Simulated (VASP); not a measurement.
Input of a VASP 6.6.1 run:

Contents of INCAR:

```
SYSTEM = Sn
PREC = Accurate
ENCUT = 520
EDIFF = 1E-7
ISMEAR = -1
SIGMA = 0.15
LREAL = .False.
LASPH = .True.
NELM = 80
ALGO = Fast
ISIF = 2
LWAVE = .False.
LCHARG = .False.
GGA = PS
NBANDS = 21
```

Contents of KPOINTS:

```
regular mesh
0
Gamma
  16 16 16
  0 0 0
```

Contents of POSCAR:

```
Sn
1.0
   -2.7909754537      2.7909754537      1.5028564866
    2.7909754537     -2.7909754537      1.5028564866
    2.7909754537      2.7909754537     -1.5028564866
Sn
2
Direct
    0.0000000000      0.0000000000      0.0000000000
    0.7500000000      0.2500000000      0.5000000000
```

Potentials or basis: VASP PAW PBE potentials, release 64 (Sn_d).

Run with:

```console
$ cat potpaw_PBE.64/Sn_d/POTCAR > POTCAR
$ mpirun -np 1 vasp_std > vasp.out
```

Problem. Estimate the band gap on the k mesh.

Solution. Zero (bands 14 and 15 overlap by 5.11 eV).

Problem. Predict the pressure.

Solution. 11.0 GPa.

Caveat: the cell stands under pressure; the PAW data sets were made with another functional, which shifts forces and pressure a little; spin-orbit coupling is left out, which moves the levels of the heavy elements.
